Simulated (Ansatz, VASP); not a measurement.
## One calculation of AlN, two programs

INCAR

```
ALGO = Normal ; EDIFF = 1E-6
ENCUT = 520 ; GGA = PS
ISIF = 2 ; ISMEAR = -1
LASPH = True ; LCHARG = True
LELF = True ; LREAL = False
LVHAR = True ; LWAVE = False
NBANDS = 16 ; NELM = 60
PREC = Accurate ; SIGMA = 0.02
```

Contents of KPOINTS:

```
k-points
0
Gamma
  11 11 6
```

POSCAR

```
AlN
1.0
    3.0798921301      0.0000000000      0.0000000000
   -1.5399460650      2.6672648256      0.0000000000
    0.0000000000      0.0000000000      4.9780000000
Al N
2 2
Direct
    0.3333333333      0.6666666667      0.0000000000
    0.6666666667      0.3333333333      0.5000000000
    0.3333333333      0.6666666667      0.3850000000
    0.6666666667      0.3333333333      0.8850000000
```

Input for Ansatz:

```yaml
crystal:
  lattice:
    - [3.0798921301, 0.0, 0.0]
    - [-1.539946065, 2.6672648256, 0.0]
    - [0.0, 0.0, 4.978]
  atoms:
    - { symbol: Al, position: [0.3333333333, 0.6666666667, 0.0] }
    - { symbol: Al, position: [0.6666666667, 0.3333333333, 0.5] }
    - { symbol: "N", position: [0.3333333333, 0.6666666667, 0.385] }
    - { symbol: "N", position: [0.6666666667, 0.3333333333, 0.885] }
kpoints:
  mp_grid: { grid: [11, 11, 6] }
  band_path:
    path:
      - [0.0, 0.0, 0.0]
      - [0.5, 0.0, 0.0]
      - [0.3333333333, 0.3333333333, 0.0]
      - [0.0, 0.0, 0.0]
      - [0.0, 0.0, 0.5]
      - [0.5, 0.0, 0.5]
      - [0.3333333333, 0.3333333333, 0.5]
      - [0.0, 0.0, 0.5]
      - [0.5, 0.0, 0.5]
    npoints: 5
scf:
  occupations: { method: fermi_dirac, width: 0.02 }
hamiltonian:
  xc: pbesol
  pseudopotentials: { kind: all_electron, lapw: { basis_error: 0.001 } }
output:
  forces: true
  stress: true
  eigenvalues: true
```

Change from the starting cell: equal xx and yy strain of -1 %.

Alike in both runs: task single point; functional PBEsol; k mesh 11 × 11 × 6; occupations fermi-dirac, width 0.02 eV; no spin polarisation.

|  | VASP | Ansatz |
| --- | --- | --- |
| version | VASP 6.6.1 | Ansatz 0.2.0 |
| potentials or method | VASP PAW PBE potentials, release 64 (Al, N), cutoff 520 eV | all-electron LAPW, scalar-relativistic |

|  | VASP | Ansatz | Ansatz less VASP |
| --- | --- | --- | --- |
| gap on the k mesh at the Fermi level (eV) | 4.29 | 4.29 | -0.007 |
| pressure (GPa) | 5.0 | 4.9 | -0.13 |
| traceless stress, the component that is largest in VASP (GPa) | -4.44 | -4.36 | +0.076 |
| rms of the force components (eV/Å) | 0.174 | 0.172 | -0.0016 |

VASP's potentials were made for PBE, not for PBEsol. Atom by atom the forces differ by 0.002 eV/Å (rms over components). Ansatz ran all-electron here, and VASP with PAW potentials.
